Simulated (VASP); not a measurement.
# ZnS (P6_3mc) in VASP: settings compared

Aim: see how the results for ZnS move with the level of theory and the settings. Levels: r2SCAN, PBE. Tasks: single point, relaxation of cell and atoms.

Everything below comes from runs of VASP 6.6.1. Logs are shortened: lines on timing, memory, paths and dates and some standing lists are left out, and cuts for length are marked.

## Step 1: The cell of the first run

Symmetry: P6_3mc, No. 186, hexagonal system. The conventional cell has a = 3.805 Å, b = 3.805 Å, c = 6.244 Å, α = 90.00°, β = 90.00°, γ = 120.00°. Zn (site symmetry 3m) has 4 S at 2.33 to 2.34 Å within 3.1 Å. Within 3.1 Å of S (site symmetry 3m) lie 4 Zn at 2.33 to 2.34 Å.

## Step 2: Single point, r2SCAN

POSCAR reads:

```
ZnS
1.0
    3.8054508444      0.0000000000      0.0000000000
   -1.9027254222      3.2956171041      0.0000000000
    0.0000000000      0.0000000000      6.2439931014
Zn S
2 2
Direct
    0.3333333333      0.6666666667      0.0003381269
    0.6666666667      0.3333333333      0.5003381269
    0.3333333333      0.6666666667      0.3746618731
    0.6666666667      0.3333333333      0.8746618731
```

INCAR.step1 reads:

```
SYSTEM = ZnS
  ALGO = Normal
  EDIFF = 1E-4
  ENCUT = 520
  GGA = PE
  ISMEAR = -1
  LASPH = .TRUE.
  LCHARG = .FALSE.
  LREAL = .FALSE.
  LWAVE = .TRUE.
  NBANDS = 26
  NELM = 80
  PREC = Accurate
  SIGMA = 0.02
```

INCAR.step2 reads:

```
SYSTEM = ZnS
  ALGO = Normal
  EDIFF = 1E-6
  ENCUT = 520
  ISIF = 2
  ISMEAR = -1
  ISTART = 1
  LASPH = .TRUE.
  LCHARG = .TRUE.
  LELF = .TRUE.
  LMIXTAU = .TRUE.
  LREAL = .FALSE.
  LVHAR = .TRUE.
  LWAVE = .FALSE.
  METAGGA = R2SCAN
  NBANDS = 26
  NELM = 80
  PREC = Accurate
  SIGMA = 0.02
```

KPOINTS reads:

```
k-points
0
G
  12 12 4
  0 0 0
```

Potentials or basis: VASP PAW PBE potentials, release 64 (Zn, S).

Started as:

```bash
cat potpaw_PBE.64/Zn/POTCAR potpaw_PBE.64/S/POTCAR > POTCAR
cp INCAR.step1 INCAR
mpirun -np 1 vasp_std > vasp.out
cp INCAR.step2 INCAR
mpirun -np 1 vasp_std > vasp.out
```

OUTCAR:

```text
SYSTEM = ZnS
   EDIFF = 1E-6
   ENCUT = 520
   ISIF = 2
   ISMEAR = -1
   ISTART = 1
   LASPH = .TRUE.
   LREAL = .FALSE.
   METAGGA = R2SCAN
   NELM = 80
   PREC = Accurate

 ion  position               nearest neighbor table
   1  0.333  0.667  0.000-   4 2.33   4 2.33   4 2.33   3 2.34
   2  0.667  0.333  0.500-   3 2.33   3 2.33   3 2.33   4 2.34
   3  0.333  0.667  0.375-   2 2.33   2 2.33   2 2.33   1 2.34
   4  0.667  0.333  0.875-   1 2.33   1 2.33   1 2.33   2 2.34

  LATTYP: Found a hexagonal cell.
 ALAT       =     3.8054508444
 C/A-ratio  =     1.6408024586

  Lattice vectors:

 A1 = (   3.8054508444,   0.0000000000,   0.0000000000)
 A2 = (  -1.9027254222,   3.2956171041,   0.0000000000)
 A3 = (   0.0000000000,   0.0000000000,   6.2439931014)

Analysis of symmetry for initial positions (statically):
=====================================================================
 Subroutine PRICEL returns:
 Original cell was already a primitive cell.

 Routine SETGRP: Setting up the symmetry group for a
 hexagonal supercell.

 Subroutine GETGRP returns: Found 12 space group operations
 (whereof  6 operations were pure point group operations)
 out of a pool of 24 trial point group operations.

The static configuration has the point symmetry C_3v.
 The point group associated with its full space group is C_6v.

Analysis of symmetry for dynamics (positions and initial velocities):
=====================================================================
 Subroutine PRICEL returns:
 Original cell was already a primitive cell.

 Routine SETGRP: Setting up the symmetry group for a
 hexagonal supercell.

 Subroutine GETGRP returns: Found 12 space group operations
 (whereof  6 operations were pure point group operations)
 out of a pool of 24 trial point group operations.

The dynamic configuration has the point symmetry C_3v.
 The point group associated with its full space group is C_6v.

 Subroutine INISYM returns: Found 12 space group operations
 (whereof  6 operations are pure point group operations),
 and found     1 'primitive' translations

----------------------------------------------------------------------------------------

                                     Primitive cell

  volume of cell :      78.3078

  direct lattice vectors                    reciprocal lattice vectors
     3.805450844  0.000000000  0.000000000     0.262780953  0.151716654  0.000000000
    -1.902725422  3.295617104  0.000000000     0.000000000  0.303433308  0.000000000
     0.000000000  0.000000000  6.243993101     0.000000000  0.000000000  0.160153925

  length of vectors
     3.805450844  3.805450844  6.243993101     0.303433308  0.303433308  0.160153925

  position of ions in fractional coordinates (direct lattice)
     0.333333333  0.666666667  0.000338127
     0.666666667  0.333333333  0.500338127
     0.333333333  0.666666667  0.374661873
     0.666666667  0.333333333  0.874661873

  ion indices of the primitive-cell ions
   primitive index   ion index
                 1           1
                 2           2
                 3           3
                 4           4

----------------------------------------------------------------------------------------

 KPOINTS: k-points

Automatic generation of k-mesh.
 Grid dimensions read from file:
 generate k-points for:   12   12    4

 Generating k-lattice:

  Cartesian coordinates                     Fractional coordinates (reciprocal lattice)
     0.021898413  0.012643055  0.000000000     0.083333333 -0.000000000  0.000000000
     0.000000000  0.025286109  0.000000000     0.000000000  0.083333333  0.000000000
     0.000000000  0.000000000  0.040038481     0.000000000  0.000000000  0.250000000

  Length of vectors
     0.025286109  0.025286109  0.040038481

  Shift w.r.t. Gamma in fractional coordinates (k-lattice)
     0.000000000  0.000000000  0.000000000

 Subroutine IBZKPT returns following result:
 ===========================================

 Found     57 irreducible k-points:

 Following reciprocal coordinates:
            Coordinates               Weight
  0.000000  0.000000  0.000000      1.000000
  0.083333 -0.000000  0.000000      6.000000
  0.166667 -0.000000  0.000000      6.000000
  0.250000 -0.000000  0.000000      6.000000
  0.333333 -0.000000  0.000000      6.000000
  0.416667 -0.000000  0.000000      6.000000
[... 16 lines left out ...]
  0.250000 -0.000000  0.250000     12.000000
  0.333333 -0.000000  0.250000     12.000000
 [... further k-points ...]
   k-points           NKPTS =     57   k-points in BZ     NKDIM =     57   number of bands    NBANDS=     26
   number of dos      NEDOS =    301   number of ions     NIONS =      4
   total plane-waves  NPLWV =  37632
   dimension x,y,z NGX =    28 NGY =   28 NGZ =   48
   dimension x,y,z NGXF=    56 NGYF=   56 NGZF=   96
   ions per type =               2   2
   NGX,Y,Z   is equivalent  to a cutoff of  12.23, 12.23, 12.78 a.u.
   NGXF,Y,Z  is equivalent  to a cutoff of  24.46, 24.46, 25.56 a.u.
 SYSTEM =  ZnS
   PREC   = accura    normal or accurate (medium, high low for compatibility)
   ISTART =      1    job   : 0-new  1-cont  2-samecut
   ICHARG =      0    charge: 1-file 2-atom 10-const
   ISPIN  =      1    spin polarized calculation?
   LNONCOLLINEAR =      F non collinear calculations
   LSORBIT =      F    spin-orbit coupling
   LASPH  =      T    aspherical Exc in radial PAW
   ENCUT  =  520.0 eV  38.22 Ry    6.18 a.u.   7.08  7.08 11.61*2*pi/ulx,y,z
   NELM   =     80;   NELMIN=  2; NELMDL=  0     # of ELM steps
   EDIFF  = 0.1E-05   stopping-criterion for ELM
   LREAL  =      F    real-space projection
   EDIFFG = 0.1E-04   stopping-criterion for IOM
   NSW    =      0    number of steps for IOM
   IBRION =     -1    ionic relax: 0-MD 1-quasi-New 2-CG
   NFREE  =      0    steps in history (QN), initial steepest desc. (CG)
   ISIF   =      2    stress and relaxation
   ISYM   =      2    0-nonsym 1-usesym 2-fastsym
   POTIM  = 0.5000    time-step for ionic-motion
   TEBEG  =    0.0;   TEEND  =   0.0 temperature during run
   PSTRESS=    0.0 pullay stress
   NELECT =      36.0000    total number of electrons
   NUPDOWN=      -1.0000    fix difference up-down
   EMIN   =  10.00;   EMAX   =-10.00  energy-range for DOS
   EFERMI =   0.00;   METHOD = LEGACY
   ISMEAR =    -1;   SIGMA  =   0.02  broadening in eV -4-tet -1-fermi 0-gaus
   EFERMI_NEDOS =   21; number of points for ismear=-14 and -15
   IALGO  =     38    algorithm
   IMIX   =      4    mixing-type and parameters
     AMIX     =   0.40;   BMIX     =  1.00
     AMIX_MAG =   1.60;   BMIX_MAG =  1.00
  volume/ion in A,a.u.               =      19.58       132.11
  Fermi-wavevector in a.u.,A,eV,Ry     =   1.263496  2.387661 21.720645  1.596422
  Thomas-Fermi vector in A             =   2.396850
   LORBIT       =      0    0 simple, 1 ext, 2 COOP (PROOUT), +10 PAW based schemes
   METAGGA = R2SCAN    functional components
   LHFCALC =     F    Hartree Fock is set to
   AEXX    =    0.0000 exact exchange contribution
   IVDW    =     0    specifies the selected vdW correction
   LEPSILON=     F    determine dielectric tensor
   LRPA    =     F    only Hartree local field effects (RPA)
 non-spin polarized calculation
  energy-cutoff  :      520.00
  volume of cell :       78.31
 maximum number of plane-waves:      2130
   NGX = 15   NGY = 15   NGZ = 23

 number of electron      35.9999978 magnetization

 Free energy of the ion-electron system (eV)
  ---------------------------------------------------
  ext. energy  EPLUGINS =         0.00000000
  ---------------------------------------------------
  free energy    TOTEN  =       -37.72370407 eV

  energy without entropy =      -37.72370407  energy(sigma->0) =      -37.72370407

 E-fermi :   2.3093     XC(G=0): -10.3158

 val. band max:        1.9228801557   @ k =   0.0000   0.0000   0.0000
 cond. band min:       4.7134216453   @ k =   0.0000   0.0000   0.0000
 fundamental gap:      2.7905414896
 Fermi energy:         2.3093225809

 k-point     1 :       0.0000    0.0000    0.0000
  band No.  band energies     occupation
      1     -11.8338      2.00000
      2     -10.8724      2.00000
      3      -4.6138      2.00000
      4      -4.5991      2.00000
      5      -4.5991      2.00000
      6      -4.5082      2.00000
[... 18 lines left out ...]
     25      10.1612      0.00000
     26      11.7907      0.00000

 k-point     2 :       0.0833   -0.0000    0.0000
  band No.  band energies     occupation
      1     -11.7851      2.00000
      2     -10.8448      2.00000
      3      -4.6088      2.00000
      4      -4.5966      2.00000
      5      -4.5890      2.00000
      6      -4.5028      2.00000
[... 18 lines left out ...]
     25      10.3867      0.00000
     26      11.4240      0.00000

 k-point     3 :       0.1667   -0.0000    0.0000
  band No.  band energies     occupation
      1     -11.6454      2.00000
      2     -10.7702      2.00000
      3      -4.6102      2.00000
      4      -4.5741      2.00000
      5      -4.5626      2.00000
      6      -4.4817      2.00000
[... 18 lines left out ...]
     25      10.6704      0.00000
     26      11.0098      0.00000

 k-point     4 :       0.2500   -0.0000    0.0000
  band No.  band energies     occupation
      1     -11.4357      2.00000
      2     -10.6724      2.00000
      3      -4.6075      2.00000
      4      -4.5442      2.00000
      5      -4.5304      2.00000
      6      -4.4322      2.00000
[... 18 lines left out ...]
     25      11.0420      0.00000
     26      11.3457      0.00000

 k-point     5 :       0.3333   -0.0000    0.0000
  band No.  band energies     occupation
      1     -11.1938      2.00000
      2     -10.5876      2.00000
      3      -4.5936      2.00000
      4      -4.5049      2.00000
      5      -4.5040      2.00000
      6      -4.3494      2.00000
[... 18 lines left out ...]
     25      11.1367      0.00000
     26      12.3438      0.00000

 k-point     6 :       0.4167   -0.0000    0.0000
  band No.  band energies     occupation
      1     -10.9787      2.00000
      2     -10.5495      2.00000
      3      -4.5816      2.00000
      4      -4.4888      2.00000
      5      -4.4301      2.00000
      6      -4.2947      2.00000
[... 427 lines left out ...]
 k-point    21 :       0.0833   -0.0000    0.2500
  band No.  band energies     occupation
      1     -11.6651      2.00000
      2     -11.0038      2.00000
      3      -4.6195      2.00000
      4      -4.5814      2.00000
      5      -4.5786      2.00000
      6      -4.5224      2.00000
[... 18 lines left out ...]
     25      10.0072      0.00000
     26      10.9690      0.00000

 k-point    22 :       0.1667   -0.0000    0.2500
  band No.  band energies     occupation
      1     -11.5318      2.00000
      2     -10.9154      2.00000
      3      -4.6222      2.00000
      4      -4.5634      2.00000
      5      -4.5498      2.00000
      6      -4.5030      2.00000
[... 18 lines left out ...]
     25      10.6075      0.00000
     26      10.8992      0.00000

 k-point    23 :       0.2500   -0.0000    0.2500
  band No.  band energies     occupation
      1     -11.3336      2.00000
      2     -10.7948      2.00000
      3      -4.6196      2.00000
      4      -4.5482      2.00000
      5      -4.5134      2.00000
      6      -4.4487      2.00000
[... 18 lines left out ...]
     25      10.9971      0.00000
     26      11.4569      0.00000

 k-point    24 :       0.3333   -0.0000    0.2500
  band No.  band energies     occupation
      1     -11.1087      2.00000
      2     -10.6797      2.00000
      3      -4.6076      2.00000
      4      -4.5258      2.00000
      5      -4.4816      2.00000
      6      -4.3639      2.00000
[... 18 lines left out ...]
     25      11.3550      0.00000
     26      12.3717      0.00000

 [... further k-points ...]

------------------------ aborting loop because EDIFF is reached ----------------------------------------

  FORCE on cell =-STRESS in cart. coord.  units (eV):
  Direction    XX          YY          ZZ          XY          YZ          ZX
  --------------------------------------------------------------------------------------
  -------------------------------------------------------------------------------------
  Total        0.0671791      0.0671791      0.0498258      0.0000000      0.0000000      0.0000000
  in kB        1.3744842      1.3744842      1.0194353      0.0000000      0.0000000      0.0000000
  external PRESSURE =       1.2561346 kB  Pullay stress =       0.0000000 kB

 VOLUME and BASIS-vectors are now :
 -----------------------------------------------------------------------------
  energy-cutoff  :      520.00
  volume of cell :       78.31
      direct lattice vectors                 reciprocal lattice vectors
     3.805450844  0.000000000  0.000000000     0.262780953  0.151716654  0.000000000
    -1.902725422  3.295617104  0.000000000     0.000000000  0.303433308  0.000000000
     0.000000000  0.000000000  6.243993101     0.000000000  0.000000000  0.160153925

 POSITION                                       TOTAL-FORCE (eV/Angst)
 -----------------------------------------------------------------------------------
     -0.00000      2.19708      0.00211        -0.000000      0.000000     -0.001727
      1.90273      1.09854      3.12411         0.000000     -0.000000     -0.001727
     -0.00000      2.19708      2.33939         0.000000     -0.000000      0.001727
      1.90273      1.09854      5.46138         0.000000     -0.000000      0.001727
 -----------------------------------------------------------------------------------
    total drift:                               -0.000000     -0.000000     -0.014340

  FREE ENERGIE OF THE ION-ELECTRON SYSTEM (eV)
  ---------------------------------------------------
  free  energy   TOTEN  =       -37.7237040670 eV

  energy  without entropy=      -37.7237040670  energy(sigma->0) =      -37.72370407
```

Wall time 2.9 min (1 thread of Intel Xeon 6975P-C (Granite Rapids), shared host); peak memory 0.25 GiB.

Results:

| Quantity | Value |
| --- | --- |
| Free energy | -37.7237 eV |
| Pressure | 0.1 GPa |
| Band gap on the k mesh | 2.79 eV |

Levels at points of the mesh, in eV from the valence-band top:
```
           k point  band 14  band 15  band 16  band 17  band 18  band 19  band 20  band 21  band 22  band 23
(0.00, 0.00, 0.00)    -0.92    -0.92    -0.08     0.00     0.00     2.79     3.62     6.80     6.80     7.07
(0.50, 0.00, 0.00)    -4.19    -3.36    -2.31    -1.73    -0.91     4.04     4.78     5.45     7.37     8.00
(0.00, 0.00, 0.50)    -2.90    -0.48    -0.48    -0.48    -0.48     4.11     4.11     7.26     7.26     7.26
(0.50, 0.00, 0.50)    -4.96    -1.68    -1.68    -1.66    -1.66     3.96     3.96     5.66     5.66     9.38
```

Caveat: the PAW data sets were made with another functional, which shifts forces and pressure a little.

## Step 3: Single point, r2SCAN

POSCAR is that of step 2.

INCAR.step1 reads:

```
SYSTEM = ZnS
PREC = Accurate ; ENCUT = 520
ISMEAR = 0 ; SIGMA = 0.01
LREAL = .FALSE. ; LASPH = .TRUE.
NELM = 60 ; NBANDS = 26
GGA = PE ; ALGO = Normal
EDIFF = 1E-4 ; LWAVE = .TRUE.
LCHARG = .FALSE.
```

INCAR.step2 reads:

```
SYSTEM = ZnS
PREC = Accurate ; ENCUT = 520
EDIFF = 1E-6 ; ISMEAR = 0
SIGMA = 0.01 ; LREAL = .FALSE.
LASPH = .TRUE. ; NELM = 60
ALGO = Normal ; ISIF = 2
LWAVE = .FALSE. ; LCHARG = .TRUE.
METAGGA = R2SCAN ; LMIXTAU = .TRUE.
LELF = .TRUE. ; LVHAR = .TRUE.
NBANDS = 26 ; ISTART = 1
```

KPOINTS reads:

```
Automatic mesh
0
G
  12 12 4
  0 0 0
```

Potentials or basis: VASP PAW PBE potentials, release 64 (Zn, S).

Started as:

```bash
cat potpaw_PBE.64/Zn/POTCAR potpaw_PBE.64/S/POTCAR > POTCAR
cp INCAR.step1 INCAR
mpirun -np 1 vasp_std > vasp.out
cp INCAR.step2 INCAR
mpirun -np 1 vasp_std > vasp.out
```

Run time: 2.7 min. Hardware: 1 thread of Intel Xeon 6975P-C (Granite Rapids), shared host; peak memory 0.25 GiB.

The run converged. Its results:

- Free energy: -37.7237 eV
- Pressure: 0.1 GPa
- Band gap on the k mesh: 2.79 eV

Levels at points of the mesh, in eV from the valence-band top:
```tsv
k point	band 15	band 16	band 17	band 18	band 19	band 20	band 21	band 22
(0.00, 0.00, 0.00)	-0.92	-0.08	0.00	0.00	2.79	3.62	6.80	6.80
(0.50, 0.00, 0.00)	-3.36	-2.31	-1.73	-0.91	4.04	4.78	5.45	7.37
(0.00, 0.00, 0.50)	-0.48	-0.48	-0.48	-0.48	4.11	4.11	7.26	7.26
(0.50, 0.00, 0.50)	-1.68	-1.68	-1.66	-1.66	3.96	3.96	5.66	5.66
```

Caveat: the PAW data sets were made with another functional, which shifts forces and pressure a little.

[end of part 1 of 2]
